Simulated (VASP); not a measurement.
A run of VASP 6.6.1 is set up as follows.

File INCAR:

```
SYSTEM = TiO2
ALGO = Normal
EDIFF = 1E-6
ENCUT = 520
GGA = PE
ISIF = 2
ISMEAR = 0
IVDW = 12
LASPH = .True.
LCHARG = .False.
LDAU = .True.
LDAUJ = 0 0
LDAUL = 2 -1
LDAUPRINT = 1
LDAUTYPE = 2
LDAUU = 4 0
LMAXMIX = 4
LREAL = .False.
LWAVE = .False.
NBANDS = 19
NELM = 150
PREC = Accurate
SIGMA = 0.05
```

Contents of KPOINTS:

```
k-points
0
Gamma
  12 12 12
  0 0 0
```

File POSCAR:

```
TiO2
1.0
    1.5007623740      0.8664655606      4.3264978225
   -1.5007623740      0.8664655606      4.3264978225
    0.0000000000     -1.7329311212      4.3264978225
Ti O
1 2
Direct
    0.0000000000      0.0000000000      0.0000000000
    0.6017580785      0.6017580785      0.6017580785
    0.3982419215      0.3982419215      0.3982419215
```

Potentials or basis: VASP PAW PBE potentials, release 64 (Ti_sv, O).

The run is started by

```console
$ cat potpaw_PBE.64/Ti_sv/POTCAR potpaw_PBE.64/O/POTCAR > POTCAR
$ mpirun -np 1 vasp_std > vasp.out
```

Question: What does it give for the dispersion energy per atom?

Answer: -0.224 eV.

Question: Predict the largest force.

Answer: 2.532 eV/Å.

Question: Estimate the pressure.

Answer: 24.0 GPa.

Eigenvalues of the final occupation matrices:
```csv
site,spin,trace,eigenvalues
site 1 d,1,0.86,0.10 0.10 0.10 0.28 0.28
site 1 d,2,0.86,0.10 0.10 0.10 0.28 0.28
```

Caveat: the cell stands under pressure; forces of over 1 eV/Å act on the atoms, so gaps and moduli don't describe the material at rest.
